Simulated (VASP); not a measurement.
# Ta2N (P3m1) in VASP: notebook, part 2 of 2

VASP 6.6.1. The steps go on from the part before.

### 3 Single point, PBEsol (atom 1 (Ta) moved by (+0.000, +0.200) A along [1 1 0] and z)

Contents of INCAR:

```
  PREC = Accurate
  ENCUT = 520
  EDIFF = 1E-6
  ISMEAR = 0
  SIGMA = 0.15
  LREAL = F
  LASPH = T
  NELM = 100
  ALGO = Normal
  ISIF = 2
  LWAVE = F
  LCHARG = T
  GGA = PS
  LELF = T
  LVHAR = T
  NBANDS = 20
```

Contents of KPOINTS:

```
Automatic mesh
0
Gamma
  18 18 10
```

Contents of POSCAR:

```
Ta2N
1.0
    3.0786153869      0.0000000000      0.0000000000
   -1.5393076935      2.6661591336      0.0000000000
    0.0000000000      0.0000000000      4.8232571780
Ta N
2 1
Direct
    0.6666666667      0.3333333333      0.7877212030
    0.3333333333      0.6666666667      0.2537445519
    0.0000000000      0.0000000000      0.0000000000
```

Potentials or basis: VASP PAW PBE potentials, release 64 (Ta_pv, N).

Run with:

```sh
cat potpaw_PBE.64/Ta_pv/POTCAR potpaw_PBE.64/N/POTCAR > POTCAR
mpirun -np 1 vasp_std > vasp.out
```

OUTCAR:

```text
PREC = Accurate
   ENCUT = 520
   EDIFF = 1E-6
   ISMEAR = 0
   LREAL = F
   LASPH = T
   NELM = 100
   ISIF = 2
   GGA = PS

 ion  position               nearest neighbor table
   1  0.667  0.333  0.788-   3 2.05   3 2.05   3 2.05   2 2.87   2 2.87   2 2.87   2 3.13   2 3.13
                             2 3.13
   2  0.333  0.667  0.254-   3 2.16   3 2.16   3 2.16   1 2.87   1 2.87   1 2.87   1 3.13   1 3.13
                             1 3.13
   3  0.000  0.000  0.000-   1 2.05   1 2.05   1 2.05   2 2.16   2 2.16   2 2.16

  LATTYP: Found a hexagonal cell.
 ALAT       =     3.0786153869
 C/A-ratio  =     1.5666968984

  Lattice vectors:

 A1 = (   3.0786153869,   0.0000000000,   0.0000000000)
 A2 = (  -1.5393076935,   2.6661591336,   0.0000000000)
 A3 = (   0.0000000000,   0.0000000000,   4.8232571780)

Analysis of symmetry for initial positions (statically):
=====================================================================
 Subroutine PRICEL returns:
 Original cell was already a primitive cell.

 Routine SETGRP: Setting up the symmetry group for a
 hexagonal supercell.

 Subroutine GETGRP returns: Found  6 space group operations
 (whereof  6 operations were pure point group operations)
 out of a pool of 24 trial point group operations.

The static configuration has the point symmetry C_3v.

Analysis of symmetry for dynamics (positions and initial velocities):
=====================================================================
 Subroutine PRICEL returns:
 Original cell was already a primitive cell.

 Routine SETGRP: Setting up the symmetry group for a
 hexagonal supercell.

 Subroutine GETGRP returns: Found  6 space group operations
 (whereof  6 operations were pure point group operations)
 out of a pool of 24 trial point group operations.

The dynamic configuration has the point symmetry C_3v.

 Subroutine INISYM returns: Found  6 space group operations
 (whereof  6 operations are pure point group operations),
 and found     1 'primitive' translations

----------------------------------------------------------------------------------------

                                     Primitive cell

  volume of cell :      39.5897

  direct lattice vectors                    reciprocal lattice vectors
     3.078615387  0.000000000  0.000000000     0.324821348  0.187535693  0.000000000
    -1.539307694  2.666159134  0.000000000     0.000000000  0.375071385  0.000000000
     0.000000000  0.000000000  4.823257178     0.000000000  0.000000000  0.207328775

  length of vectors
     3.078615387  3.078615387  4.823257178     0.375071385  0.375071385  0.207328775

  position of ions in fractional coordinates (direct lattice)
     0.666666667  0.333333333  0.787721203
     0.333333333  0.666666667  0.253744552
     0.000000000  0.000000000  0.000000000

  ion indices of the primitive-cell ions
   primitive index   ion index
                 1           1
                 2           2
                 3           3

----------------------------------------------------------------------------------------

 KPOINTS: Automatic mesh

Automatic generation of k-mesh.
 Grid dimensions read from file:
 generate k-points for:   18   18   10

 Generating k-lattice:

  Cartesian coordinates                     Fractional coordinates (reciprocal lattice)
     0.018045630  0.010418650  0.000000000     0.055555556  0.000000000  0.000000000
     0.000000000  0.020837299  0.000000000     0.000000000  0.055555556  0.000000000
     0.000000000  0.000000000  0.020732877     0.000000000  0.000000000  0.100000000

  Length of vectors
     0.020837299  0.020837299  0.020732877

  Shift w.r.t. Gamma in fractional coordinates (k-lattice)
     0.000000000  0.000000000  0.000000000

 Subroutine IBZKPT returns following result:
 ===========================================

 Found    330 irreducible k-points:

 Following reciprocal coordinates:
            Coordinates               Weight
  0.000000  0.000000  0.000000      1.000000
  0.055556  0.000000  0.000000      6.000000
  0.111111  0.000000  0.000000      6.000000
  0.166667  0.000000  0.000000      6.000000
  0.222222  0.000000  0.000000      6.000000
  0.277778  0.000000  0.000000      6.000000
[... 16 lines left out ...]
  0.333333  0.111111  0.000000     12.000000
  0.388889  0.111111  0.000000     12.000000
 [... further k-points ...]
   k-points           NKPTS =    330   k-points in BZ     NKDIM =    330   number of bands    NBANDS=     20
   number of dos      NEDOS =    301   number of ions     NIONS =      3
   total plane-waves  NPLWV =  20736
   dimension x,y,z NGX =    24 NGY =   24 NGZ =   36
   dimension x,y,z NGXF=    48 NGYF=   48 NGZF=   72
   ions per type =               2   1
   NGX,Y,Z   is equivalent  to a cutoff of  12.96, 12.96, 12.41 a.u.
   NGXF,Y,Z  is equivalent  to a cutoff of  25.92, 25.92, 24.82 a.u.
 SYSTEM =  unknown system
   PREC   = accura    normal or accurate (medium, high low for compatibility)
   ISTART =      0    job   : 0-new  1-cont  2-samecut
   ICHARG =      2    charge: 1-file 2-atom 10-const
   ISPIN  =      1    spin polarized calculation?
   LNONCOLLINEAR =      F non collinear calculations
   LSORBIT =      F    spin-orbit coupling
   LASPH  =      T    aspherical Exc in radial PAW
   ENCUT  =  520.0 eV  38.22 Ry    6.18 a.u.   5.72  5.72  8.97*2*pi/ulx,y,z
   NELM   =    100;   NELMIN=  2; NELMDL= -5     # of ELM steps
   EDIFF  = 0.1E-05   stopping-criterion for ELM
   LREAL  =      F    real-space projection
   EDIFFG = 0.1E-04   stopping-criterion for IOM
   NSW    =      0    number of steps for IOM
   IBRION =     -1    ionic relax: 0-MD 1-quasi-New 2-CG
   NFREE  =      0    steps in history (QN), initial steepest desc. (CG)
   ISIF   =      2    stress and relaxation
   ISYM   =      2    0-nonsym 1-usesym 2-fastsym
   POTIM  = 0.5000    time-step for ionic-motion
   TEBEG  =    0.0;   TEEND  =   0.0 temperature during run
   PSTRESS=    0.0 pullay stress
   NELECT =      27.0000    total number of electrons
   NUPDOWN=      -1.0000    fix difference up-down
   EMIN   =  10.00;   EMAX   =-10.00  energy-range for DOS
   EFERMI =   0.00;   METHOD = LEGACY
   ISMEAR =     0;   SIGMA  =   0.15  broadening in eV -4-tet -1-fermi 0-gaus
   EFERMI_NEDOS =   21; number of points for ismear=-14 and -15
   IALGO  =     38    algorithm
   IMIX   =      4    mixing-type and parameters
     AMIX     =   0.40;   BMIX     =  1.00
     AMIX_MAG =   1.60;   BMIX_MAG =  1.00
  volume/ion in A,a.u.               =      13.20        89.05
  Fermi-wavevector in a.u.,A,eV,Ry     =   1.441016  2.723125 28.252863  2.076527
  Thomas-Fermi vector in A             =   2.559695
   LORBIT       =      0    0 simple, 1 ext, 2 COOP (PROOUT), +10 PAW based schemes
   GGA     = PS    functional components
   LHFCALC =     F    Hartree Fock is set to
   AEXX    =    0.0000 exact exchange contribution
   IVDW    =     0    specifies the selected vdW correction
   LEPSILON=     F    determine dielectric tensor
   LRPA    =     F    only Hartree local field effects (RPA)
 non-spin polarized calculation
 Gauss-broadening in eV      SIGMA  =   0.15
  energy-cutoff  :      520.00
  volume of cell :       39.59
 maximum number of plane-waves:      1086
 NGX is ok and might be reduce to    24
   NGX = 11   NGY = 11   NGZ = 17

 number of electron      27.0000001 magnetization

 Free energy of the ion-electron system (eV)
  ---------------------------------------------------
  ext. energy  EPLUGINS =         0.00000000
  ---------------------------------------------------
  free energy    TOTEN  =       -36.12857231 eV

  energy without entropy =      -36.11835418  energy(sigma->0) =      -36.12346325

 E-fermi :   7.4624     XC(G=0): -13.0886

 val. band max:        7.4597596445   @ k =   0.2778   0.2778   0.5000
 cond. band min:       7.4669547758   @ k =   0.2222   0.2222   0.2000
 fundamental gap:      0.0071951313
 Fermi energy:         7.4623595102

 k-point     1 :       0.0000    0.0000    0.0000
  band No.  band energies     occupation
      1     -28.1488      2.00000
      2     -27.2953      2.00000
      3     -27.2953      2.00000
      4     -27.1276      2.00000
      5     -27.1276      2.00000
      6     -26.9600      2.00000
[... 12 lines left out ...]
     19       9.5644      0.00000
     20      12.4425      0.00000
[... 507 lines left out ...]
 k-point    24 :       0.3889    0.1111    0.0000
  band No.  band energies     occupation
      1     -28.0809      2.00000
      2     -27.8413      2.00000
      3     -27.5939      2.00000
      4     -27.4945      2.00000
      5     -27.2474      2.00000
      6     -27.1936      2.00000
[... 12 lines left out ...]
     19      12.3722      0.00000
     20      12.6188      0.00000

 [... further k-points ...]
[... 5 lines left out ...]
  --------------------------------------------------------------------------------------
  -------------------------------------------------------------------------------------
  Total        3.3786163      3.3786163      1.3605699     -0.0000000      0.0000000     -0.0000000
  in kB      136.7311692    136.7311692     55.0616884     -0.0000000      0.0000000     -0.0000000
  external PRESSURE =     109.5080089 kB  Pullay stress =       0.0000000 kB

 VOLUME and BASIS-vectors are now :
 -----------------------------------------------------------------------------
  energy-cutoff  :      520.00
  volume of cell :       39.59
      direct lattice vectors                 reciprocal lattice vectors
     3.078615387  0.000000000  0.000000000     0.324821348  0.187535693  0.000000000
    -1.539307694  2.666159134  0.000000000     0.000000000  0.375071385  0.000000000
     0.000000000  0.000000000  4.823257178     0.000000000  0.000000000  0.207328775

 POSITION                                       TOTAL-FORCE (eV/Angst)
 -----------------------------------------------------------------------------------
      1.53931      0.88872      3.79938         0.000000     -0.000000     -3.823069
     -0.00000      1.77744      1.22388        -0.000000      0.000000      1.998154
      0.00000      0.00000      0.00000        -0.000000      0.000000      1.824915
 -----------------------------------------------------------------------------------
    total drift:                               -0.000000      0.000000      0.000104

  FREE ENERGIE OF THE ION-ELECTRON SYSTEM (eV)
  ---------------------------------------------------
  free  energy   TOTEN  =       -36.1285723098 eV

  energy  without entropy=      -36.1183541848  energy(sigma->0) =      -36.12346325
```

stdout:

```text
POSCAR found type information on POSCAR TaN
 POSCAR found :  2 types and       3 ions
 scaLAPACK will be used
 -----------------------------------------------------------------------------
|                                                                             |
|                                                                             |
|     You enforced a specific xc type in the INCAR file but a different       |
|     I HOPE YOU KNOW WHAT YOU ARE DOING!                                     |
|                                                                             |
 -----------------------------------------------------------------------------

 LDA part: xc-table for (Slater+PW92), standard interpolation
 POSCAR, INCAR and KPOINTS ok, starting setup
 FFT: planning ... GRIDC
 FFT: planning ... GRID_SOFT
 FFT: planning ... GRID
 WAVECAR not read
 entering main loop
```

It took 89 s on 1 thread of Intel Xeon Platinum 8488C (Sapphire Rapids), shared host; peak memory 0.34 GiB.

Results:

| Property | Result |
| --- | --- |
| Free energy | -36.1286 eV |
| Pressure | 11.0 GPa |
| Largest force | 3.823 eV/Å |

Forces in eV/Å, atoms in the order of the input:
```
Ta   0.000  0.000 -3.823
Ta   0.000  0.000  1.998
N    0.000  0.000  1.825
```

Caveat: the cell differs from its parent crystal (atom 1 (Ta) moved by (+0.000, +0.200) A along [1 1 0] and z); the PAW data sets were made with another functional, which shifts forces and pressure a little; spin-orbit coupling is left out, which moves the levels of the heavy elements.

### 4 Single point, PBEsol (atom 1 (Ta) moved by (+0.000, -0.100) A along [1 1 0] and z)

Contents of INCAR:

```
SYSTEM = Ta2N
PREC = Accurate
ENCUT = 520
EDIFF = 1E-6
ISMEAR = 0
SIGMA = 0.15
LREAL = .False.
LASPH = .True.
NELM = 80
ALGO = Normal
ISIF = 2
LWAVE = .False.
LCHARG = .False.
GGA = PS
NBANDS = 20
```

Contents of KPOINTS:

```
regular mesh
0
Gamma
  18 18 10
  0 0 0
```

POSCAR: that of step 3 with these lines changed.

```diff
@@ -8,3 +8,3 @@
 Direct
-    0.6666666667      0.3333333333      0.7877212030
+    0.6666666667      0.3333333333      0.7255225706
     0.3333333333      0.6666666667      0.2537445519
```

Run with:

```sh
cat potpaw_PBE.64/Ta_pv/POTCAR potpaw_PBE.64/N/POTCAR > POTCAR
mpirun -np 1 vasp_std > vasp.out
```

It took 93 s on 1 thread of Intel Xeon Platinum 8488C (Sapphire Rapids), shared host; peak memory 0.34 GiB.

The run converged. Its results:

```yaml
Free_energy: -36.4186 eV
Pressure: -1.0 GPa
Largest_force: 1.712 eV/Å
```

Forces on the atoms (eV/Å):
```
Ta   0.000  0.000  1.712
Ta   0.000  0.000 -0.952
N    0.000  0.000 -0.759
```

Stress tensor (GPa, compression positive):
```
-2.18  0.00  0.00
 0.00 -2.18  0.00
 0.00  0.00  1.48
```

Levels at points of the mesh, in eV from the Fermi level:
| k point | band 9 | band 10 | band 11 | band 12 | band 13 | band 14 | band 15 | band 16 | band 17 | band 18 |
| --- | --- | --- | --- | --- | --- | --- | --- | --- | --- | --- |
| (0.00, 0.00, 0.00) | -5.77 | -5.77 | -5.00 | -0.73 | -0.30 | -0.30 | 0.15 | 0.45 | 0.45 | 0.93 |
| (0.50, 0.00, 0.00) | -6.57 | -6.22 | -4.75 | -2.69 | -1.23 | 1.67 | 1.93 | 4.07 | 4.29 | 4.36 |
| (0.00, 0.00, 0.50) | -6.00 | -6.00 | -3.32 | -2.35 | -1.14 | -1.14 | 1.91 | 2.34 | 2.55 | 2.55 |
| (0.50, 0.00, 0.50) | -6.74 | -5.88 | -3.26 | -2.18 | -2.06 | -0.68 | 0.46 | 3.64 | 3.97 | 4.18 |

Caveat: the cell differs from its parent crystal (atom 1 (Ta) moved by (+0.000, -0.100) A along [1 1 0] and z); the PAW data sets were made with another functional, which shifts forces and pressure a little; spin-orbit coupling is left out, which moves the levels of the heavy elements.

### 5 Single point, PBEsol (atom 1 (Ta) moved by (+0.000, +0.100) A along [1 1 0] and z)

Contents of INCAR:

```
SYSTEM = Ta2N
ALGO     = Normal         ! electronic algorithm
EDIFF    = 1E-7           ! SCF threshold, eV
ENCUT    = 520            ! plane-wave cutoff, eV
GGA      = PS             ! functional
ISIF     = 2              ! what is computed and relaxed
ISMEAR   = 0              ! smearing method
LASPH    = .True.         ! aspherical terms in the spheres
LCHARG   = .False.        ! write CHGCAR
LREAL    = .False.        ! projectors in reciprocal space
LWAVE    = .False.        ! write WAVECAR
NBANDS   = 20             ! bands
NELM     = 60             ! most SCF steps
PREC     = Accurate       ! precision mode
SIGMA    = 0.15           ! smearing width, eV
```

Contents of KPOINTS:

```
k-points
0
Gamma
  18 18 10
  0 0 0
```

POSCAR: that of step 4 with these lines changed.

```diff
@@ -8,3 +8,3 @@
 Direct
-    0.6666666667      0.3333333333      0.7255225706
+    0.6666666667      0.3333333333      0.7669883256
     0.3333333333      0.6666666667      0.2537445519
```

Run with:

```sh
cat potpaw_PBE.64/Ta_pv/POTCAR potpaw_PBE.64/N/POTCAR > POTCAR
mpirun -np 1 vasp_std > vasp.out
```

Run time: 99 s. Hardware: 1 thread of Intel Xeon Platinum 8488C (Sapphire Rapids), shared host; peak memory 0.34 GiB.

It converged, with:

```yaml
Free_energy: -36.4085 eV
Pressure: 4.5 GPa
Largest_force: 1.826 eV/Å
```

Forces on the atoms (eV/Å):
```
Ta   0.000  0.000 -1.826
Ta   0.000  0.000  0.962
N    0.000  0.000  0.864
```

Stress tensor (GPa, compression positive):
```
6.02 0.00 0.00
0.00 6.02 0.00
0.00 0.00 1.54
```

Levels at points of the mesh, in eV from the Fermi level:
```
           k point  band 10  band 11  band 12  band 13  band 14  band 15  band 16  band 17
(0.00, 0.00, 0.00)    -6.69    -4.79    -0.67    -0.41    -0.41     0.38     0.38     0.73
(0.50, 0.00, 0.00)    -6.69    -4.64    -2.51    -1.37     2.00     2.15     3.61     4.06
(0.00, 0.00, 0.50)    -6.83    -2.89    -2.42    -1.21    -1.21     1.80     1.98     2.18
(0.50, 0.00, 0.50)    -6.57    -3.58    -2.05    -1.98     0.33     1.16     3.18     3.35
```

Caveat: the cell differs from its parent crystal (atom 1 (Ta) moved by (+0.000, +0.100) A along [1 1 0] and z); the PAW data sets were made with another functional, which shifts forces and pressure a little; spin-orbit coupling is left out, which moves the levels of the heavy elements.
